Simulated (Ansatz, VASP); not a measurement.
**Li in VASP and in Ansatz**

Contents of INCAR:

```
  ALGO = Fast
  EDIFF = 1E-6
  EDIFFG = -0.01
  ENCUT = 600
  GGA = PE
  IBRION = 2
  ISIF = 3
  ISMEAR = 0
  LASPH = True
  LCHARG = False
  LREAL = False
  LWAVE = False
  NELM = 100
  NSW = 100
  PREC = Accurate
  SIGMA = 0.1
```

KPOINTS

```
k-points
0
Gamma
  20 20 20
```

File POSCAR:

```
Li
1.0
    1.5833835983     -2.3402044941      0.0000000000
    1.5833835983      2.3402044941      0.0000000000
    0.0000000000      0.0000000000      2.7382477745
Li
1
Direct
    0.0000000000      0.0000000000      0.0000000000
```

Input for Ansatz:

```yaml
crystal:
  lattice:
    - [1.5833835983, -2.3402044941, 0.0]
    - [1.5833835983, 2.3402044941, 0.0]
    - [0.0, 0.0, 2.7382477745]
  atoms:
    - { symbol: Li, position: [0.0, 0.0, 0.0] }
basis:
  ecutwfc: 420
kpoints:
  mp_grid: { grid: [20, 20, 20] }
hamiltonian:
  xc: pbe
scf:
  occupations: { method: gaussian, width: 0.1 }
output:
  forces: true
  stress: true
  eigenvalues: true
  write_density: true
  write_potential: true
  elf: true
  volumetric_format: npy
relax:
  adjacent_minimum: "off"
  f_tol: 0.01
  max_steps: 80
  cell: { stress_tol: 0.05 }
```

Alike in both runs: task relaxation of cell and atoms; functional PBE; k mesh 20 × 20 × 20; occupations gaussian, width 0.1 eV; no spin polarisation.

|  | VASP | Ansatz |
| --- | --- | --- |
| version | VASP 6.6.1 | Ansatz 0.2.0 |
| potentials or method | VASP PAW PBE potentials, release 64 (Li_sv), cutoff 600 eV | scalar-relativistic, plane waves, PAW |
| valence electrons in the cell | 3 | 3 |

VASP gave:

```
gap on the k mesh at the Fermi level, each at its own relaxed structure (eV)  : none
relaxed volume (Å³/atom)                                                      : 20.00
relaxed length of the cell vector where the two differ most in proportion (Å) : 2.699
```

Question: What did Ansatz give for the same quantities?

Answer: gap on the k mesh at the Fermi level, each at its own relaxed structure (eV): none; relaxed volume (Å³/atom): 20.23; relaxed length of the cell vector where the two differ most in proportion (Å): 2.710.

A gap of «none» marks a metal or a gap that the smearing closes.

Noted on VASP's run: the cutoff is under 1.25 times that of the potentials, so the pressure is a little rough.
